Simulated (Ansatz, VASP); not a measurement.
# ScAl: VASP beside Ansatz

```
CELL_PARAMETERS angstrom
2.94334 0.00000 0.00000
0.00000 2.94334 0.00000
0.00000 0.00000 2.94334
ATOMIC_POSITIONS crystal
Sc 0.50000 0.50000 0.50000
Al 0.00000 0.00000 0.00000
```

Alike in both runs: functional PBEsol; k mesh 1 × 1 × 1; occupations gaussian, width 0.1 eV; no spin polarisation.

Ansatz relaxed the structure, and its values are those at the end. VASP's run is a single point on that final structure, the one shown.

|  | VASP | Ansatz |
| --- | --- | --- |
| version | VASP 6.6.1 | Ansatz 0.2.0 |
| potentials or method | VASP PAW PBE potentials, release 64 (Sc_sv, Al), cutoff 520 eV | scalar-relativistic, plane waves, PAW |
| valence electrons in the cell | 14 | 14 |

Ansatz gave:

| Property | Result |
| --- | --- |
| gap on the k mesh at the Fermi level (eV) | 6.28 |
| least direct gap on the mesh (eV) | 6.28 |
| pressure (GPa) | 0.0 |

Task: Estimate VASP's values.

Result: gap on the k mesh at the Fermi level (eV): 6.29; least direct gap on the mesh (eV): 6.29; pressure (GPa): -0.4.

VASP's potentials were made for PBE, not for PBEsol. With one functional, cell and mesh, what is left measures potentials, basis and numerics.

The k mesh is coarse, so the values compare programs but aren't converged.
